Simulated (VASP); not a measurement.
# Pt (Pm-3m) in VASP: further runs

Pt is run at these levels: revPBE; tasks: single point, relaxation of cell and atoms.

All numbers are computed with VASP 6.6.1; they aren't measurements. Logs are shortened: lines on timing, memory, paths and dates and some standing lists are left out, and cuts for length are marked.

**1. The cell of the first run**

The structure is cubic, space group Pm-3m (No. 221). The conventional cell has a = 2.638 Å, b = 2.638 Å, c = 2.638 Å, α = 90.00°, β = 90.00°, γ = 90.00°. Within 3.5 Å of Pt (site symmetry m-3m) lie 6 Pt at 2.64 Å.

**2. Single point, revPBE**

Contents of INCAR:

```
ALGO     = Normal         # electronic algorithm
EDIFF    = 1E-6           # SCF threshold, eV
ENCUT    = 520            # plane-wave cutoff, eV
GGA      = RE             # functional
ISIF     = 2              # what is computed and relaxed
ISMEAR   = -1             # smearing method
LASPH    = T              # aspherical terms in the spheres
LCHARG   = F              # write CHGCAR
LREAL    = F              # projectors in reciprocal space
LWAVE    = F              # write WAVECAR
NBANDS   = 11             # bands
NELM     = 100            # most SCF steps
PREC     = Accurate       # precision mode
SIGMA    = 0.1            # smearing width, eV
```

Contents of KPOINTS:

```
k-points
0
Gamma
  19 19 19
```

Contents of POSCAR:

```
Pt
1.0
    2.6378003548      0.0000000000      0.0000000000
    0.0000000000      2.6378003548      0.0000000000
    0.0000000000      0.0000000000      2.6378003548
Pt
1
Direct
    0.0000000000      0.0000000000      0.0000000000
```

Potentials or basis: VASP PAW PBE potentials, release 64 (Pt).

Command:

```sh
cat potpaw_PBE.64/Pt/POTCAR > POTCAR
mpirun -np 1 vasp_std > vasp.out
```

OUTCAR:

```text
EDIFF = 1E-6
   ENCUT = 520
   GGA = RE
   ISIF = 2
   ISMEAR = -1
   LASPH = T
   LREAL = F
   NELM = 100
   PREC = Accurate

 ion  position               nearest neighbor table
   1  0.000  0.000  0.000-

  LATTYP: Found a simple cubic cell.
 ALAT       =     2.6378003548

  Lattice vectors:

 A1 = (   2.6378003548,   0.0000000000,   0.0000000000)
 A2 = (   0.0000000000,   2.6378003548,   0.0000000000)
 A3 = (   0.0000000000,   0.0000000000,   2.6378003548)

Analysis of symmetry for initial positions (statically):
=====================================================================
 Subroutine PRICEL returns:
 Original cell was already a primitive cell.

 Routine SETGRP: Setting up the symmetry group for a
 simple cubic supercell.

 Subroutine GETGRP returns: Found 48 space group operations
 (whereof 48 operations were pure point group operations)
 out of a pool of 48 trial point group operations.

The static configuration has the point symmetry O_h .

Analysis of symmetry for dynamics (positions and initial velocities):
=====================================================================
 Subroutine PRICEL returns:
 Original cell was already a primitive cell.

 Routine SETGRP: Setting up the symmetry group for a
 simple cubic supercell.

 Subroutine GETGRP returns: Found 48 space group operations
 (whereof 48 operations were pure point group operations)
 out of a pool of 48 trial point group operations.

The dynamic configuration has the point symmetry O_h .

 Subroutine INISYM returns: Found 48 space group operations
 (whereof 48 operations are pure point group operations),
 and found     1 'primitive' translations

----------------------------------------------------------------------------------------

                                     Primitive cell

  volume of cell :      18.3538

  direct lattice vectors                    reciprocal lattice vectors
     2.637800355  0.000000000  0.000000000     0.379103748  0.000000000  0.000000000
     0.000000000  2.637800355  0.000000000     0.000000000  0.379103748  0.000000000
     0.000000000  0.000000000  2.637800355     0.000000000  0.000000000  0.379103748

  length of vectors
     2.637800355  2.637800355  2.637800355     0.379103748  0.379103748  0.379103748

  position of ions in fractional coordinates (direct lattice)
     0.000000000  0.000000000  0.000000000

  ion indices of the primitive-cell ions
   primitive index   ion index
                 1           1

----------------------------------------------------------------------------------------

 KPOINTS: k-points

Automatic generation of k-mesh.
 Grid dimensions read from file:
 generate k-points for:   19   19   19

 Generating k-lattice:

  Cartesian coordinates                     Fractional coordinates (reciprocal lattice)
     0.019952829  0.000000000  0.000000000     0.052631579  0.000000000  0.000000000
     0.000000000  0.019952829  0.000000000     0.000000000  0.052631579  0.000000000
     0.000000000  0.000000000  0.019952829     0.000000000  0.000000000  0.052631579

  Length of vectors
     0.019952829  0.019952829  0.019952829

  Shift w.r.t. Gamma in fractional coordinates (k-lattice)
     0.000000000  0.000000000  0.000000000

 Subroutine IBZKPT returns following result:
 ===========================================

 Found    220 irreducible k-points:

 Following reciprocal coordinates:
            Coordinates               Weight
  0.000000  0.000000  0.000000      1.000000
  0.052632  0.000000  0.000000      6.000000
  0.105263  0.000000  0.000000      6.000000
  0.157895  0.000000  0.000000      6.000000
  0.210526  0.000000  0.000000      6.000000
  0.263158  0.000000  0.000000      6.000000
[... 16 lines left out ...]
  0.263158  0.105263  0.000000     24.000000
  0.315789  0.105263  0.000000     24.000000
 [... further k-points ...]
   k-points           NKPTS =    220   k-points in BZ     NKDIM =    220   number of bands    NBANDS=     11
   number of dos      NEDOS =    301   number of ions     NIONS =      1
   total plane-waves  NPLWV =   8000
   dimension x,y,z NGX =    20 NGY =   20 NGZ =   20
   dimension x,y,z NGXF=    40 NGYF=   40 NGZF=   40
   ions per type =               1
   NGX,Y,Z   is equivalent  to a cutoff of  12.60, 12.60, 12.60 a.u.
   NGXF,Y,Z  is equivalent  to a cutoff of  25.21, 25.21, 25.21 a.u.
 SYSTEM =  unknown system
   PREC   = accura    normal or accurate (medium, high low for compatibility)
   ISTART =      0    job   : 0-new  1-cont  2-samecut
   ICHARG =      2    charge: 1-file 2-atom 10-const
   ISPIN  =      1    spin polarized calculation?
   LNONCOLLINEAR =      F non collinear calculations
   LSORBIT =      F    spin-orbit coupling
   LASPH  =      T    aspherical Exc in radial PAW
   ENCUT  =  520.0 eV  38.22 Ry    6.18 a.u.   4.90  4.90  4.90*2*pi/ulx,y,z
   NELM   =    100;   NELMIN=  2; NELMDL= -5     # of ELM steps
   EDIFF  = 0.1E-05   stopping-criterion for ELM
   LREAL  =      F    real-space projection
   EDIFFG = 0.1E-04   stopping-criterion for IOM
   NSW    =      0    number of steps for IOM
   IBRION =     -1    ionic relax: 0-MD 1-quasi-New 2-CG
   NFREE  =      0    steps in history (QN), initial steepest desc. (CG)
   ISIF   =      2    stress and relaxation
   ISYM   =      2    0-nonsym 1-usesym 2-fastsym
   POTIM  = 0.5000    time-step for ionic-motion
   TEBEG  =    0.0;   TEEND  =   0.0 temperature during run
   PSTRESS=    0.0 pullay stress
   NELECT =      10.0000    total number of electrons
   NUPDOWN=      -1.0000    fix difference up-down
   EMIN   =  10.00;   EMAX   =-10.00  energy-range for DOS
   EFERMI =   0.00;   METHOD = LEGACY
   ISMEAR =    -1;   SIGMA  =   0.10  broadening in eV -4-tet -1-fermi 0-gaus
   EFERMI_NEDOS =   21; number of points for ismear=-14 and -15
   IALGO  =     38    algorithm
   IMIX   =      4    mixing-type and parameters
     AMIX     =   0.40;   BMIX     =  1.00
     AMIX_MAG =   1.60;   BMIX_MAG =  1.00
  volume/ion in A,a.u.               =      18.35       123.86
  Fermi-wavevector in a.u.,A,eV,Ry     =   1.337107  2.526766 24.325255  1.787856
  Thomas-Fermi vector in A             =   2.465682
   LORBIT       =      0    0 simple, 1 ext, 2 COOP (PROOUT), +10 PAW based schemes
   GGA     = RE    functional components
   LHFCALC =     F    Hartree Fock is set to
   AEXX    =    0.0000 exact exchange contribution
   IVDW    =     0    specifies the selected vdW correction
   LEPSILON=     F    determine dielectric tensor
   LRPA    =     F    only Hartree local field effects (RPA)
 non-spin polarized calculation
  energy-cutoff  :      520.00
  volume of cell :       18.35
 maximum number of plane-waves:       508
 NGX is ok and might be reduce to    20
   NGX =  9   NGY =  9   NGZ =  9

 number of electron      10.0000001 magnetization

 Free energy of the ion-electron system (eV)
  ---------------------------------------------------
  ext. energy  EPLUGINS =         0.00000000
  ---------------------------------------------------
  free energy    TOTEN  =        -5.16836194 eV

  energy without entropy =       -5.12102094  energy(sigma->0) =       -5.14469144

 E-fermi :   8.0179     XC(G=0): -12.1235

 val. band max:        8.0086031001   @ k =   0.1053   0.1053   0.0526
 cond. band min:       8.0187759349   @ k =   0.1053   0.0000   0.0000
 fundamental gap:      0.0101728348
 Fermi energy:         8.0179249968

 k-point     1 :       0.0000    0.0000    0.0000
  band No.  band energies     occupation
      1      -0.1900      2.00000
      2       2.5316      2.00000
      3       2.5316      2.00000
      4       8.2799      0.13573
      5       8.2799      0.13573
      6       8.2799      0.13572
      7      23.1241      0.00000
      8      23.1241      0.00000
      9      23.1241      0.00000
     10      28.7332      0.00000
     11      31.3939      0.00000

 k-point     2 :       0.0526    0.0000    0.0000
  band No.  band energies     occupation
      1      -0.1123      2.00000
      2       2.5458      2.00000
      3       2.5990      2.00000
      4       8.2114      0.25234
      5       8.2115      0.25234
      6       8.2853      0.12910
      7      22.5429      0.00000
      8      23.2614      0.00000
      9      23.2614      0.00000
     10      29.1232      0.00000
     11      30.9034      0.00000

 k-point     3 :       0.1053    0.0000    0.0000
  band No.  band energies     occupation
      1       0.1104      2.00000
      2       2.5869      2.00000
      3       2.8053      2.00000
      4       8.0188      0.99575
      5       8.0188      0.99573
      6       8.3007      0.11170
      7      21.2427      0.00000
      8      23.6575      0.00000
      9      23.6575      0.00000
     10      29.6665      0.00000
     11      29.8662      0.00000

 k-point     4 :       0.1579    0.0000    0.0000
  band No.  band energies     occupation
      1       0.4474      2.00000
      2       2.6513      2.00000
      3       3.1622      2.00000
      4       7.7353      1.88820
      5       7.7353      1.88820
      6       8.3246      0.08900
      7      19.7249      0.00000
      8      24.2696      0.00000
      9      24.2696      0.00000
     10      28.7194      0.00000
     11      29.8896      0.00000
[... 239 lines left out ...]
 k-point    22 :       0.2105    0.1053    0.0000
  band No.  band energies     occupation
      1       1.1587      2.00000
      2       2.9519      2.00000
      3       3.7712      2.00000
      4       7.1145      1.99976
      5       7.4288      1.99449
      6       8.1099      0.57003
      7      18.6265      0.00000
      8      22.8880      0.00000
      9      25.6012      0.00000
     10      27.9348      0.00000
     11      31.6652      0.00000

 k-point    23 :       0.2632    0.1053    0.0000
  band No.  band energies     occupation
      1       1.5720      2.00000
      2       3.0517      2.00000
      3       4.4137      2.00000
      4       6.8167      1.99999
      5       7.0951      1.99980
      6       8.1457      0.43588
      7      17.1342      0.00000
      8      23.5452      0.00000
      9      26.4852      0.00000
     10      27.1148      0.00000
     11      31.3820      0.00000

 k-point    24 :       0.3158    0.1053    0.0000
  band No.  band energies     occupation
      1       1.9535      2.00000
      2       3.1525      2.00000
      3       5.0647      2.00000
      4       6.7005      2.00000
      5       6.7887      1.99999
      6       8.1812      0.32695
      7      15.7188      0.00000
      8      24.1728      0.00000
      9      26.4450      0.00000
     10      27.4075      0.00000
     11      30.5684      0.00000

 [... further k-points ...]

------------------------ aborting loop because EDIFF is reached ----------------------------------------

  FORCE on cell =-STRESS in cart. coord.  units (eV):
  Direction    XX          YY          ZZ          XY          YZ          ZX
  --------------------------------------------------------------------------------------
  -------------------------------------------------------------------------------------
  Total       -0.0465120     -0.0465120     -0.0465120     -0.0000000      0.0000000     -0.0000000
  in kB       -4.0602198     -4.0602198     -4.0602198     -0.0000000      0.0000000     -0.0000000
  external PRESSURE =      -4.0602198 kB  Pullay stress =       0.0000000 kB

 VOLUME and BASIS-vectors are now :
 -----------------------------------------------------------------------------
  energy-cutoff  :      520.00
  volume of cell :       18.35
      direct lattice vectors                 reciprocal lattice vectors
     2.637800355  0.000000000  0.000000000     0.379103748  0.000000000  0.000000000
     0.000000000  2.637800355  0.000000000     0.000000000  0.379103748  0.000000000
     0.000000000  0.000000000  2.637800355     0.000000000  0.000000000  0.379103748

 POSITION                                       TOTAL-FORCE (eV/Angst)
 -----------------------------------------------------------------------------------
      0.00000      0.00000      0.00000         0.000000      0.000000      0.000000
 -----------------------------------------------------------------------------------
    total drift:                                0.000000      0.000000      0.000000

  FREE ENERGIE OF THE ION-ELECTRON SYSTEM (eV)
  ---------------------------------------------------
  free  energy   TOTEN  =        -5.1683619372 eV

  energy  without entropy=       -5.1210209430  energy(sigma->0) =       -5.14469144
```

It took 9.8 s on 1 thread of Intel Xeon 6975P-C (Granite Rapids), shared host; peak memory 0.15 GiB.

Results:

| Property | Result |
| --- | --- |
| Free energy | -5.1684 eV |
| Pressure | -0.4 GPa |
| Band gap on the k mesh | zero (band 5 reaches 9.88 eV, above the bottom of band 6 at 6.94 eV) |

Caveat: the PAW data sets were made with another functional, which shifts forces and pressure a little; spin-orbit coupling is left out, which moves the levels of the heavy elements.

**3. Relaxation of cell and atoms, revPBE**

This run uses another cell than the first one, of 16.30 Å³/atom, 0.888 times its volume.

Contents of INCAR:

```
ALGO = Normal
EDIFF = 1E-7
EDIFFG = -0.01
ENCUT = 600
GGA = RE
IBRION = 2
ISIF = 3
ISMEAR = -1
LASPH = True
LCHARG = False
LREAL = False
LWAVE = False
NELM = 100
NSW = 80
PREC = Accurate
SIGMA = 0.1
```

Contents of KPOINTS:

```
k-points
0
Gamma
  12 12 12
```

Contents of POSCAR:

```
Pt
1.0
    2.5356188197      0.0000000000      0.0000000000
    0.0000000000      2.5356188197      0.0000000000
    0.0000000000      0.0000000000      2.5356188197
Pt
1
Direct
    0.0000000000      0.0000000000      0.0000000000
```

Potentials or basis: VASP PAW PBE potentials, release 64 (Pt).

Command:

```sh
cat potpaw_PBE.64/Pt/POTCAR > POTCAR
mpirun -np 1 vasp_std > vasp.out
```

It took 15 s on 1 thread of Intel Xeon 6975P-C (Granite Rapids), shared host; peak memory 0.14 GiB.

It converged, with:

* Free energy: -5.1735 eV
* Relaxed volume: 18.31 Å³/atom
* Relaxed cell: a = 2.636 Å, b = 2.636 Å, c = 2.636 Å, α = 90.00°, β = 90.00°, γ = 90.00°
* Space group after relaxing (to 0.05 Å): Pm-3m (No. 221)
* Energy gained by relaxing: 153.7 meV/atom
* Ionic steps: 5
* Pressure after relaxing: 0.0 GPa
* Band gap on the k mesh: zero (band 5 reaches 10.04 eV, above the bottom of band 6 at 7.11 eV)

The path:
```tsv
step	energy change (eV)	largest force (eV/Å)	pressure (GPa)	volume (Å³)
1	0.0000	0.0000	27.75	16.30
2	0.3643	0.0000	-21.85	23.91
3	-0.1523	0.0000	-2.01	18.53
4	-0.1536	0.0000	-0.40	18.35
5	-0.1537	0.0000	0.00	18.31
```

Final structure:
```
CELL_PARAMETERS angstrom
2.63563 0.00000 0.00000
0.00000 2.63563 0.00000
0.00000 0.00000 2.63563
ATOMIC_POSITIONS crystal
Pt 0.00000 0.00000 0.00000
```

Levels at points of the mesh, in eV from the Fermi level:
```
           k point  band 1  band 2  band 3  band 4  band 5  band 6  band 7  band 8  band 9
(0.00, 0.00, 0.00)   -8.18   -5.45   -5.45    0.31    0.31    0.31   15.17   15.17   15.17
(0.50, 0.00, 0.00)   -5.62   -4.89   -1.76   -1.76   -0.34    0.51    4.39   16.54   19.48
(0.50, 0.50, 0.00)   -5.59   -4.46   -1.38   -1.38    1.89    4.55    4.55    9.36   13.33
(0.50, 0.50, 0.50)   -4.63   -4.63   -4.63    2.03    2.03    9.97    9.97    9.97   10.11
```

Caveat: the PAW data sets were made with another functional, which shifts forces and pressure a little; spin-orbit coupling is left out, which moves the levels of the heavy elements.
